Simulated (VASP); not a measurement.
A run of VASP 6.6.1 is set up as follows.

Contents of INCAR:

```
PREC = Accurate
ENCUT = 520
EDIFF = 1E-6
ISMEAR = -1
SIGMA = 0.01
LREAL = Auto
LASPH = True
NELM = 100
ALGO = Normal
ISIF = 2
LWAVE = False
LCHARG = False
GGA = PE
NELECT = 136.0
NBANDS = 89
```

KPOINTS

```
Automatic mesh
0
Gamma
  1 1 1
  0.25 0.25 0.25
```

File POSCAR:

```
Mg16O17
1.0
   -4.2543812300      4.2543812300      4.2543812300
    4.2543812300     -4.2543812300      4.2543812300
    4.2543812300      4.2543812300     -4.2543812300
Mg O
16 17
Direct
    0.0029046527      0.0027539845      0.0035269524
    0.0026348132      0.2569473540      0.7509036749
    0.0047533352      0.4977606344      0.4985291363
    0.0026364586      0.7501249483      0.2577016353
    0.2571074243      0.0025245739      0.7508928625
    0.2434303472      0.2432957801      0.4964464597
    0.2434589060      0.4956783104      0.2440844964
    0.2570660552      0.7501042637      0.0032577005
    0.4978708737      0.0045440216      0.4984968167
    0.4958124075      0.2432695718      0.2440367809
    0.4978778077      0.4977618097      0.0053383791
    0.4976690817      0.7502085092      0.7509592646
    0.7502752639      0.0025322131      0.2577509961
    0.7502840783      0.2569995355      0.0033002449
    0.7501939360      0.4974364980      0.7508073037
    0.7502986515      0.7500903956      0.4982482494
    0.0068016942      0.0066727683      0.5130488741
   -0.0118615369      0.2445236907      0.2452910173
    0.0067909993      0.5122757887      0.0074243464
    0.0662056324      0.7501484534      0.7508801697
    0.2446501486     -0.0120331247      0.2452792647
    0.2446553197      0.2445243959     -0.0112486393
    0.2558741075      0.4936213721      0.7509024996
    0.2558773982      0.7501296493      0.4943735378
    0.5123990734      0.0066719456      0.0074346887
    0.4937250299      0.2557597548      0.7509059079
    0.4343280257      0.4341303471      0.4349311686
    0.4937364299      0.7501256534      0.2565232030
    0.7502432968      0.0660992715      0.7509184832
    0.7502787897      0.2557368372      0.4943658987
    0.7502771443      0.4936018628      0.2565079247
    0.7502550494      0.7501598534      0.0668661280
    0.7502478803      0.7501271812      0.7508869862
```

Potentials or basis: VASP PAW PBE potentials, release 64 (Mg, O).

Launch:

```sh
$ cat potpaw_PBE.64/Mg/POTCAR potpaw_PBE.64/O/POTCAR > POTCAR
$ mpirun -np 1 vasp_std > vasp.out
```

(1) Estimate the largest force.

Results:

(1) 0.016 eV/Å.

Caveat: the k points lie up to 1.04 Å⁻¹ apart; the cell carries a net charge on a neutralising background, which shifts energy and pressure.
